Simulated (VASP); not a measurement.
# BP (F-43m) in VASP: notebook, part 2 of 2

VASP 6.6.1. Earlier steps stand in the parts before.

## 3. Single point, RPBE (volume scaled by 0.98)

Contents of INCAR:

```
SYSTEM = BP
PREC     = Accurate       ! precision mode
ENCUT    = 520            ! plane-wave cutoff, eV
EDIFF    = 1E-6           ! SCF threshold, eV
ISMEAR   = 0              ! smearing method
SIGMA    = 0.05           ! smearing width, eV
LREAL    = .FALSE.        ! projectors in reciprocal space
LASPH    = .TRUE.         ! aspherical terms in the spheres
NELM     = 80             ! most SCF steps
ALGO     = Normal         ! electronic algorithm
ISIF     = 2              ! what is computed and relaxed
LWAVE    = .FALSE.        ! write WAVECAR
LCHARG   = .FALSE.        ! write CHGCAR
GGA      = RP             ! functional
NBANDS   = 11             ! bands
```

Contents of KPOINTS:

```
regular mesh
0
G
  8 8 8
  0 0 0
```

Contents of POSCAR:

```
BP
1.0
    0.0000000000      2.2721994813      2.2721994813
    2.2721994813      0.0000000000      2.2721994813
    2.2721994813      2.2721994813      0.0000000000
B P
1 1
Direct
    0.0000000000      0.0000000000      0.0000000000
    0.7500000000      0.7500000000      0.7500000000
```

Potentials or basis: VASP PAW PBE potentials, release 64 (B, P).

Started as:

```sh
> cat potpaw_PBE.64/B/POTCAR potpaw_PBE.64/P/POTCAR > POTCAR
> mpirun -np 1 vasp_std > vasp.out
```

OUTCAR:

```text
SYSTEM = BP
   PREC = Accurate
   ENCUT = 520
   EDIFF = 1E-6
   ISMEAR = 0
   LREAL = .FALSE.
   LASPH = .TRUE.
   NELM = 80
   ISIF = 2
   GGA = RP

 ion  position               nearest neighbor table
   1  0.000  0.000  0.000-   2 1.97   2 1.97   2 1.97   2 1.97
   2  0.750  0.750  0.750-   1 1.97   1 1.97   1 1.97   1 1.97

  LATTYP: Found a face centered cubic cell.
 ALAT       =     4.5443989626

  Lattice vectors:

 A1 = (   0.0000000000,   2.2721994813,   2.2721994813)
 A2 = (   2.2721994813,   0.0000000000,   2.2721994813)
 A3 = (   2.2721994813,   2.2721994813,   0.0000000000)

Analysis of symmetry for initial positions (statically):
=====================================================================
 Subroutine PRICEL returns:
 Original cell was already a primitive cell.

 Routine SETGRP: Setting up the symmetry group for a
 face centered cubic supercell.

 Subroutine GETGRP returns: Found 24 space group operations
 (whereof 24 operations were pure point group operations)
 out of a pool of 48 trial point group operations.

The static configuration has the point symmetry T_d .

Analysis of symmetry for dynamics (positions and initial velocities):
=====================================================================
 Subroutine PRICEL returns:
 Original cell was already a primitive cell.

 Routine SETGRP: Setting up the symmetry group for a
 face centered cubic supercell.

 Subroutine GETGRP returns: Found 24 space group operations
 (whereof 24 operations were pure point group operations)
 out of a pool of 48 trial point group operations.

The dynamic configuration has the point symmetry T_d .

 Subroutine INISYM returns: Found 24 space group operations
 (whereof 24 operations are pure point group operations),
 and found     1 'primitive' translations

----------------------------------------------------------------------------------------

                                     Primitive cell

  volume of cell :      23.4622

  direct lattice vectors                    reciprocal lattice vectors
[... 112 lines left out ...]
   GGA     = RP    functional components
   LHFCALC =     F    Hartree Fock is set to
   AEXX    =    0.0000 exact exchange contribution
   IVDW    =     0    specifies the selected vdW correction
   LEPSILON=     F    determine dielectric tensor
   LRPA    =     F    only Hartree local field effects (RPA)
 non-spin polarized calculation
 Gauss-broadening in eV      SIGMA  =   0.05
  energy-cutoff  :      520.00
  volume of cell :       23.46
 maximum number of plane-waves:       648
   NGX = 11   NGY = 11   NGZ = 11

 number of electron       8.0000000 magnetization

 Free energy of the ion-electron system (eV)
  ---------------------------------------------------
  ext. energy  EPLUGINS =         0.00000000
  ---------------------------------------------------
  free energy    TOTEN  =       -12.26939960 eV

  energy without entropy =      -12.26939960  energy(sigma->0) =      -12.26939960

 E-fermi :   7.7698     XC(G=0): -10.8157

 val. band max:        7.4718951885   @ k =   0.0000   0.0000   0.0000
 cond. band min:       8.7593312547   @ k =   0.3750   0.3750   0.0000
 fundamental gap:      1.2874360663
 Fermi energy:         7.7698014085

 k-point     1 :       0.0000    0.0000    0.0000
  band No.  band energies     occupation
      1      -7.9683      2.00000
      2       7.4719      2.00000
      3       7.4719      2.00000
      4       7.4719      2.00000
      5      10.8589      0.00000
      6      10.8589      0.00000
      7      10.8589      0.00000
      8      14.8227      0.00000
      9      19.1075      0.00000
     10      19.4994      0.00000
     11      19.4994      0.00000
[... 309 lines left out ...]
 k-point    24 :      -0.3750    0.2500    0.1250
  band No.  band energies     occupation
      1      -4.0026      2.00000
      2      -0.9643      2.00000
      3       2.9513      2.00000
      4       4.3664      2.00000
      5      11.6818      0.00000
      6      12.6567      0.00000
      7      15.7666      0.00000
      8      17.2771      0.00000
      9      17.9252      0.00000
     10      21.8577      0.00000
     11      24.3675      0.00000

 [... further k-points ...]
[... 5 lines left out ...]
  --------------------------------------------------------------------------------------
  -------------------------------------------------------------------------------------
  Total        0.4107880      0.4107880      0.4107880     -0.0000000     -0.0000000     -0.0000000
  in kB       28.0516884     28.0516884     28.0516884     -0.0000000     -0.0000000     -0.0000000
  external PRESSURE =      28.0516884 kB  Pullay stress =       0.0000000 kB

 VOLUME and BASIS-vectors are now :
 -----------------------------------------------------------------------------
  energy-cutoff  :      520.00
  volume of cell :       23.46
      direct lattice vectors                 reciprocal lattice vectors
     0.000000000  2.272199481  2.272199481    -0.220051102  0.220051102  0.220051102
     2.272199481  0.000000000  2.272199481     0.220051102 -0.220051102  0.220051102
     2.272199481  2.272199481  0.000000000     0.220051102  0.220051102 -0.220051102

 POSITION                                       TOTAL-FORCE (eV/Angst)
 -----------------------------------------------------------------------------------
      0.00000      0.00000      0.00000        -0.000000     -0.000000     -0.000000
      3.40830      3.40830      3.40830         0.000000      0.000000      0.000000
 -----------------------------------------------------------------------------------
    total drift:                               -0.000000     -0.000000     -0.000000

  FREE ENERGIE OF THE ION-ELECTRON SYSTEM (eV)
  ---------------------------------------------------
  free  energy   TOTEN  =       -12.2693996048 eV

  energy  without entropy=      -12.2693996048  energy(sigma->0) =      -12.26939960
```

OSZICAR:

```text
N       E                     dE             d eps       ncg     rms          rms(c)
DAV:   1     0.960873262754E+01    0.96087E+01   -0.39072E+03   638   0.653E+02
DAV:   2    -0.123395293561E+02   -0.21948E+02   -0.21331E+02   865   0.107E+02
DAV:   3    -0.129125762817E+02   -0.57305E+00   -0.57202E+00   788   0.153E+01
DAV:   4    -0.129148367402E+02   -0.22605E-02   -0.22601E-02   730   0.116E+00
DAV:   5    -0.129148487975E+02   -0.12057E-04   -0.12057E-04   772   0.838E-02    0.795E+00
DAV:   6    -0.123534645583E+02    0.56138E+00   -0.12635E+00   716   0.483E+00    0.437E+00
DAV:   7    -0.122729061643E+02    0.80558E-01   -0.23417E-01   791   0.239E+00    0.141E+00
DAV:   8    -0.122683945384E+02    0.45116E-02   -0.24702E-02   734   0.943E-01    0.167E-01
DAV:   9    -0.122690445221E+02   -0.64998E-03   -0.87286E-04   737   0.192E-01    0.822E-02
DAV:  10    -0.122693771735E+02   -0.33265E-03   -0.42042E-04   714   0.132E-01    0.256E-02
DAV:  11    -0.122693972584E+02   -0.20085E-04   -0.26274E-05   802   0.353E-02    0.258E-02
DAV:  12    -0.122693997914E+02   -0.25330E-05   -0.49242E-06   689   0.142E-02    0.110E-02
DAV:  13    -0.122693996048E+02    0.18659E-06   -0.82184E-08   469   0.199E-03
   1 F= -.12269400E+02 E0= -.12269400E+02  d E =-.632563E-19
```

stdout:

```text
POSCAR found type information on POSCAR B P
 POSCAR found :  2 types and       2 ions
 scaLAPACK will be used
 -----------------------------------------------------------------------------
|                                                                             |
|                                                                             |
|     You enforced a specific xc type in the INCAR file but a different       |
|     I HOPE YOU KNOW WHAT YOU ARE DOING!                                     |
|                                                                             |
 -----------------------------------------------------------------------------

 LDA part: xc-table for (Slater+PW92), standard interpolation
 POSCAR, INCAR and KPOINTS ok, starting setup
 FFT: planning ... GRIDC
 FFT: planning ... GRID_SOFT
 FFT: planning ... GRID
 WAVECAR not read
 entering main loop
```

It took 2.9 s on 1 thread of Intel Xeon 6975P-C (Granite Rapids), shared host; peak memory 0.13 GiB.

Results:

```
Free energy            : -12.2694 eV
Pressure               : 2.8 GPa
Band gap on the k mesh : 1.29 eV, indirect (least direct gap 3.39 eV)
```

Caveat: the PAW data sets were made with another functional, which shifts forces and pressure a little. A k mesh can miss the band edges.

## 4. Single point, RPBE (volume scaled by 1.02)

Contents of INCAR:

```
SYSTEM = BP
PREC = Accurate
ENCUT = 520
EDIFF = 1E-6
ISMEAR = 0
SIGMA = 0.05
LREAL = .False.
LASPH = .True.
NELM = 100
ALGO = Normal
ISIF = 2
LWAVE = .False.
LCHARG = .True.
GGA = RP
LELF = .True.
LVHAR = .True.
NBANDS = 11
```

Contents of KPOINTS:

```
Automatic mesh
0
Gamma
  8 8 8
  0 0 0
```

Contents of POSCAR:

```
BP
1.0
    0.0000000000      2.3027024430      2.3027024430
    2.3027024430      0.0000000000      2.3027024430
    2.3027024430      2.3027024430      0.0000000000
B P
1 1
Direct
    0.0000000000      0.0000000000      0.0000000000
    0.7500000000      0.7500000000      0.7500000000
```

Started as:

```sh
> cat potpaw_PBE.64/B/POTCAR potpaw_PBE.64/P/POTCAR > POTCAR
> mpirun -np 1 vasp_std > vasp.out
```

Wall time 2.9 s (1 thread of Intel Xeon 6975P-C (Granite Rapids), shared host); peak memory 0.13 GiB.

The run converged. Its results:

| Property | Result |
| --- | --- |
| Free energy | -12.2676 eV |
| Pressure | -3.4 GPa |
| Band gap on the k mesh | 1.34 eV, indirect (least direct gap 3.33 eV) |

Levels at points of the mesh, in eV from the valence-band top:
```
           k point  band 1  band 2  band 3  band 4  band 5  band 6  band 7  band 8  band 9
(0.00, 0.00, 0.00)  -15.09    0.00    0.00    0.00    3.33    3.33    3.33    6.75   11.38
(0.50, 0.00, 0.00)  -11.93   -8.73   -1.71   -1.71    3.53    4.68    4.68   10.08   14.32
(0.50, 0.50, 0.00)  -10.45   -8.39   -3.96   -3.96    1.42    1.75   11.76   11.76   14.86
```

Caveat: the PAW data sets were made with another functional, which shifts forces and pressure a little. A k mesh can miss the band edges.

## 5. Summary

| cell | gap on the mesh (eV) | pressure (GPa) |
| --- | --- | --- |
| a = 3.235 Å, angles 60.0°, 2 atoms | 1.31 | -0.4 |
| a = 3.213 Å, angles 60.0°, 2 atoms | 1.29 | 2.8 |
| a = 3.257 Å, angles 60.0°, 2 atoms | 1.34 | -3.4 |

Alike in all rows: task single point; level RPBE; potentials or basis VASP PAW PBE potentials, release 64 (B, P); no spin polarisation; k mesh 8 × 8 × 8; cutoff (eV) 520; smearing gaussian 0.05 eV.

Caveats: the PAW data sets were made with another functional, which shifts forces and pressure a little.

Absolute energies hang on the potentials; compare differences alone.
